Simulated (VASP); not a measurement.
Write the native input for VASP 6.6.1 that does the following.

- Task: single point
- Functional: PBE
- Potentials or basis: VASP PAW PBE potentials, release 64 (Sb)
- Cutoff: 500 eV
- k mesh: 12 × 12 × 12
- Occupations: fermi-dirac, width 0.08 eV
- Spin: no spin polarisation
- Dipole correction: no
- Further INCAR settings: ALGO = Normal; EDIFF = 1e-06; NBANDS = 8

The structure of Sb lies in POSCAR:

```
Sb
1.0
    3.0960408524      0.0000000000      0.0000000000
    0.0000000000      3.0960408524      0.0000000000
    0.0000000000      0.0000000000      3.0960408524
Sb
1
Direct
    0.0000000000      0.0000000000      0.0000000000
```

This cell differs from its parent crystal: volume scaled by 0.9405.

These files were run (other wordings do the same):

INCAR

```
PREC = Accurate ; ENCUT = 500
EDIFF = 1E-6 ; ISMEAR = -1
SIGMA = 0.08 ; LREAL = False
LASPH = True ; NELM = 120
ALGO = Normal ; ISIF = 2
LWAVE = False ; LCHARG = False
GGA = PE ; NBANDS = 8
GGA_COMPAT = False
```

KPOINTS

```
regular mesh
0
Gamma
  12 12 12
```

Potentials or basis: VASP PAW PBE potentials, release 64 (Sb).

Run with:

```console
$ cat potpaw_PBE.64/Sb/POTCAR > POTCAR
$ mpirun -np 1 vasp_std > vasp.out
```

Results of the run:

```json
{
  "Pressure": "0.8 GPa"
}
```

Wall time 7.2 s on 1 thread of AMD EPYC 9R45 96-Core Processor (Zen 5), on a shared host, peak memory 0.12 GiB.
